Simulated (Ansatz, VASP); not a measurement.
**One calculation of TiPt3, two programs**

```
Ti Pt
1.0
     3.92089    0.00000    0.00000
     0.00000    3.92089    0.00000
     0.00000    0.00000    3.92089
Ti Pt
1 3
Cartesian
  0.0000 0.0000 0.0000
  0.0000 1.9604 1.9604
  1.9604 0.0000 1.9604
  1.9604 1.9604 0.0000
```

Alike in both runs: functional r2SCAN; k mesh 10 × 10 × 10; occupations gaussian, width 0.1 eV; no spin polarisation.

Ansatz relaxed the structure, and its values are those at the end. VASP's run is a single point on that final structure, the one shown.

|  | VASP | Ansatz |
| --- | --- | --- |
| version | VASP 6.6.1 | Ansatz 0.2.0 |
| potentials or method | VASP PAW PBE potentials, release 64 (Ti_sv, Pt), cutoff 520 eV | scalar-relativistic, plane waves, PAW |
| valence electrons in the cell | 42 | 66 |

```csv
,VASP,Ansatz,Ansatz less VASP
gap on the k mesh at the Fermi level (eV),none,none,-
pressure (GPa),0.7,0.0,-0.74
```

VASP's potentials were made for PBE, not for r2SCAN. A gap of «none» marks a metal or a gap that the smearing closes. With one functional, cell and mesh, what is left measures potentials, basis and numerics. VASP's potentials hold 42 valence electrons a cell and Ansatz's 66, so a difference there can come from the potentials and not from the codes.

Neither program's run includes spin-orbit coupling.
